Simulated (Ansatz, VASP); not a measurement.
# One calculation of MoSe2, two programs

Contents of INCAR:

```
SYSTEM = MoSe2
PREC = Accurate
ENCUT = 500
EDIFF = 1E-7
ISMEAR = 0
SIGMA = 0.01
LREAL = .False.
LASPH = .True.
NELM = 120
ALGO = Normal
ISIF = 3
LWAVE = .False.
LCHARG = .False.
GGA = PE
IVDW = 12
IBRION = 2
NSW = 80
EDIFFG = -0.005
GGA_COMPAT = .False.
NELMIN = 4
```

KPOINTS

```
regular mesh
0
Gamma
  12 12 4
  0 0 0
```

POSCAR

```
MoSe2
1.0
    3.2880000000      0.0000000000      0.0000000000
   -1.6440000000      2.8474915276      0.0000000000
    0.0000000000      0.0000000000     12.9000000000
Mo Se
2 4
Direct
    0.3333333333      0.6666666667      0.2500000000
    0.6666666667      0.3333333333      0.7500000000
    0.3333333333      0.6666666667      0.6250000000
    0.6666666667      0.3333333333      0.1250000000
    0.3333333333      0.6666666667      0.8750000000
    0.6666666667      0.3333333333      0.3750000000
```

Input for Ansatz:

```yaml
crystal:
  lattice:
    - [3.288, 0.0, 0.0]
    - [-1.644, 2.8474915276, 0.0]
    - [0.0, 0.0, 12.9]
  atoms:
    - { symbol: Mo, position: [0.3333333333, 0.6666666667, 0.25] }
    - { symbol: Mo, position: [0.6666666667, 0.3333333333, 0.75] }
    - { symbol: Se, position: [0.3333333333, 0.6666666667, 0.625] }
    - { symbol: Se, position: [0.6666666667, 0.3333333333, 0.125] }
    - { symbol: Se, position: [0.3333333333, 0.6666666667, 0.875] }
    - { symbol: Se, position: [0.6666666667, 0.3333333333, 0.375] }
scf:
  occupations: { method: fixed }
output:
  forces: true
  stress: true
  eigenvalues: true
  write_density: true
  write_potential: true
  elf: true
  volumetric_format: npy
kpoints:
  mp_grid: { grid: [12, 12, 4] }
hamiltonian:
  xc: pbe
  dispersion: d3bj
relax:
  f_tol: 0.005
  max_steps: 60
  cell: { stress_tol: 0.03 }
```

Alike in both runs: task relaxation of cell and atoms; functional PBE; dispersion D3(BJ); k mesh 12 × 12 × 4; no spin polarisation.

|  | VASP | Ansatz |
| --- | --- | --- |
| version | VASP 6.6.1 | Ansatz 0.2.0 |
| potentials or method | VASP PAW PBE potentials, release 64 (Mo_sv, Se) | scalar-relativistic, plane waves, PAW |
| plane-wave cutoff (eV) | 500 | 420 |
| occupations | gaussian, width 0.01 eV | fixed |
| valence electrons in the cell | 52 | 92 |

|  | VASP | Ansatz | Ansatz less VASP |
| --- | --- | --- | --- |
| gap on the k mesh at the Fermi level, each at its own relaxed structure (eV) | 0.77 | 0.77 | +0.007 |
| relaxed volume (Å³/atom) | 19.76 | 19.74 | -0.026 |
| relaxed cell length with the largest relative difference (Å) | 3.279 | 3.277 | -0.0021 |

VASP's potentials hold 52 valence electrons a cell and Ansatz's 92, so a difference there can come from the potentials and not from the codes.
